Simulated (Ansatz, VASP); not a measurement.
**One calculation of Tl, two programs**

The input INCAR:

```
  ALGO = Normal
  EDIFF = 1E-7
  ENCUT = 520
  GGA = PS
  ISIF = 2
  ISMEAR = -1
  LASPH = T
  LCHARG = F
  LREAL = F
  LWAVE = F
  NBANDS = 20
  NELM = 100
  PREC = Accurate
  SIGMA = 0.1
```

Contents of KPOINTS:

```
k-points
0
Gamma
  17 17 10
```

The input POSCAR:

```
Tl
1.0
    3.5926548699      0.0000000000      0.0000000000
   -1.7963274350      3.1113303844      0.0000000000
    0.0000000000      0.0000000000      5.7301684877
Tl
2
Direct
    0.3333333333      0.6666666667      0.2500000000
    0.6666666667      0.3333333333      0.7500000000
```

Input for Ansatz:

```yaml
crystal:
  lattice:
    - [3.5926548793, 0.0, 0.0]
    - [-1.7963274396, 3.1113303925, 0.0]
    - [0.0, 0.0, 5.7301684767]
  atoms:
    - { symbol: Tl, position: [0.3333333333, 0.6666666667, 0.25] }
    - { symbol: Tl, position: [0.6666666667, 0.3333333333, 0.75] }
hamiltonian:
  xc: pbesol
  pseudopotentials:
    kind: paw
    azcp:
      Tl: "pseudopotentials/Tl.paw.azcp"
basis:
  ecutwfc: 420
  fft_grid_basis: typed
kpoints:
  mp_grid: { grid: [17, 17, 10], shift: [0, 0, 0] }
magnetization:
  spin_polarized: false
scf:
  occupations: { method: fermi_dirac, width: 0.1 }
output:
  stress: true
```

Alike in both runs: task single point; functional PBEsol; k mesh 17 × 17 × 10; occupations fermi-dirac, width 0.1 eV; no spin polarisation.

```csv
,VASP,Ansatz
version,VASP 6.6.1,Ansatz 0.2.0
potentials or method,"VASP PAW PBE potentials, release 64 (Tl_d), cutoff 520 eV","plane waves (420 eV) with PAW, scalar-relativistic"
valence electrons in the cell,26,26
```

Ansatz gave:

* pressure (GPa): -3.0
* traceless stress, the component that is largest in VASP (GPa): -0.36

Question: Which values does VASP return?

Answer: Pressure (GPa): -3.1; traceless stress, the component that is largest in VASP (GPa): -0.36.

VASP's potentials were made for PBE, not for PBEsol, and Ansatz warns of the same on its side.

Spin-orbit coupling is off throughout.
